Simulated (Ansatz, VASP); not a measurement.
**ZrB: VASP and Ansatz over several settings**

```xyz
2
Lattice="1.9614 -1.9857 0.0000 1.9614 1.9857 0.0000 0.0000 0.0000 4.0139" Properties=species:S:1:pos:R:3 pbc="T T T"
Zr    0.0000    0.0000    2.0070
B     1.9614    0.0000    2.0070
```

Single points on this cell with VASP 6.6.1 and Ansatz 0.2.0. Each row is one pair of runs. Alike in all rows: spin: off; k mesh: 10 × 10 × 7; VASP's potentials, cutoff: VASP PAW PBE potentials, release 64 (Zr_sv, B), 520 eV; Ansatz's potentials, cutoff: Ansatz PAW, 420 eV.

| level | smearing | gap on the k mesh at the Fermi level (eV), VASP | gap on the k mesh at the Fermi level (eV), Ansatz |
| --- | --- | --- | --- |
| PBE | gaussian, width 0.014 eV | none | none |
| PBE | gaussian, width 0.017 eV | none | none |
| PBE | gaussian, width 0.018 eV | none | none |
| PBE | gaussian, width 0.019 eV | none | none |
| PBE | gaussian, width 0.02 eV | none | none |
| PBE | gaussian, width 0.024 eV | none | none |
| PBE | gaussian, width 0.025 eV | none | none |
| PBE | gaussian, width 0.026 eV | none | none |

A gap of «none» marks a metal or a gap that the smearing closes.
